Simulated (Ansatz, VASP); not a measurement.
## One calculation of Mg2B6Pt, two programs

```
Mg B Pt
1.0
     2.87817    1.66171    4.29095
    -2.87817    1.66171    4.29095
     0.00000   -3.32343    4.29095
Mg B Pt
2 6 1
Direct
  0.28995 0.28995 0.28995
  0.71005 0.71005 0.71005
  0.13701 0.86299 0.50000
  0.50000 0.13701 0.86299
  0.86299 0.50000 0.13701
  0.86299 0.13701 0.50000
  0.50000 0.86299 0.13701
  0.13701 0.50000 0.86299
  0.50000 0.50000 0.50000
```

Alike in both runs: functional PBE; k mesh 12 × 12 × 12; occupations gaussian, width 0.1 eV; no spin polarisation.

Ansatz relaxed the structure, and its values are those at the end. VASP's run is a single point on that final structure, the one shown.

|  | VASP | Ansatz |
| --- | --- | --- |
| version | VASP 6.6.1 | Ansatz 0.2.0 |
| potentials or method | VASP PAW PBE potentials, release 64 (Mg, B, Pt), cutoff 520 eV | scalar-relativistic, plane waves, PAW |
| valence electrons in the cell | 32 | 56 |

|  | VASP | Ansatz | Ansatz less VASP |
| --- | --- | --- | --- |
| gap on the k mesh at the Fermi level (eV) | none | none | - |
| pressure (GPa) | -0.1 | 0.0 | +0.13 |
| rms of the force components (eV/Å) | 0.005 | 0.001 | -0.0033 |

A gap of «none» marks a metal or a gap that the smearing closes. VASP's potentials hold 32 valence electrons a cell and Ansatz's 56, so a difference there can come from the potentials and not from the codes.

Spin-orbit coupling is off throughout.
